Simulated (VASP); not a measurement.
Set up this calculation in VASP 6.6.1, as the native input.

- Task: single point
- Functional: PBEsol
- Potentials or basis: VASP PAW PBE potentials, release 64 (P)
- Cutoff: 520 eV
- k mesh: 18 × 18 × 18
- Occupations: gaussian, width 0.15 eV
- Spin: no spin polarisation
- Dipole correction: no
- Further INCAR settings: ALGO = Fast; EDIFF = 1e-06; NBANDS = 12

The structure of P lies in POSCAR:

```
P
1.0
   -1.6238496414      2.4145584358      2.0076596667
    1.6238496414     -2.4145584358      2.0076596667
    1.6238496414      2.4145584358     -2.0076596667
P
2
Direct
    0.8033091100      0.0533091100      0.7500000000
    0.1966908900      0.9466908900      0.2500000000
```

This cell differs from its parent crystal: strain -0.040 along x and y, +0.080 along z.

One way to write it, as run:

INCAR

```
SYSTEM = P
PREC     = Accurate       ! precision mode
ENCUT    = 520            ! plane-wave cutoff, eV
EDIFF    = 1E-6           ! SCF threshold, eV
ISMEAR   = 0              ! smearing method
SIGMA    = 0.15           ! smearing width, eV
LREAL    = .False.        ! projectors in reciprocal space
LASPH    = .True.         ! aspherical terms in the spheres
NELM     = 100            ! most SCF steps
ALGO     = Fast           ! electronic algorithm
ISIF     = 2              ! what is computed and relaxed
LWAVE    = .False.        ! write WAVECAR
LCHARG   = .True.         ! write CHGCAR
GGA      = PS             ! functional
LELF     = .True.         ! ELF
LVHAR    = .True.       
NBANDS   = 12             ! bands
```

KPOINTS

```
Automatic mesh
0
Gamma
  18 18 18
  0 0 0
```

Potentials or basis: VASP PAW PBE potentials, release 64 (P).

Command:

```console
$ cat potpaw_PBE.64/P/POTCAR > POTCAR
$ mpirun -np 1 vasp_std > vasp.out
```

It gave:

- Pressure: 0.6 GPa
- Largest force: 0.156 eV/Å
- Band gap on the k mesh: zero (bands 5 and 6 overlap by 1.41 eV)

Caveat: the cell differs from its parent crystal (strain -0.040 along x and y, +0.080 along z); the stress differs along the axes, from -7 to 7 GPa; the PAW data sets were made with another functional, which shifts forces and pressure a little.

Run time: 9.6 min on 1 thread of Oxide Virtual Turin-like Processor (shared host), peak memory 0.31 GiB.
